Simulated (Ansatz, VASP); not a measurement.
## One calculation of SiC, two programs

```
C Si
1.0
     0.00000    2.18988    2.18988
     2.18988    0.00000    2.18988
     2.18988    2.18988    0.00000
C Si
1 1
Direct
  0.75000 0.75000 0.75000
  0.50000 0.50000 0.50000
```

Alike in both runs: functional PBE; k mesh 10 × 10 × 10; occupations gaussian, width 0.02 eV; no spin polarisation.

Ansatz relaxed the structure, and its values are those at the end. VASP's run is a single point on that final structure, the one shown.

```csv
,VASP,Ansatz
version,VASP 6.6.1,Ansatz 0.2.0
potentials or method,"VASP PAW PBE potentials, release 64 (C, Si), cutoff 600 eV","scalar-relativistic, plane waves, PAW"
valence electrons in the cell,8,8
```

```tsv
	VASP	Ansatz	Ansatz less VASP
gap on the k mesh at the Fermi level (eV)	1.37	1.37	+0.002
least direct gap on the mesh (eV)	4.53	4.53	+0.003
pressure (GPa)	-0.2	0.0	+0.19
```
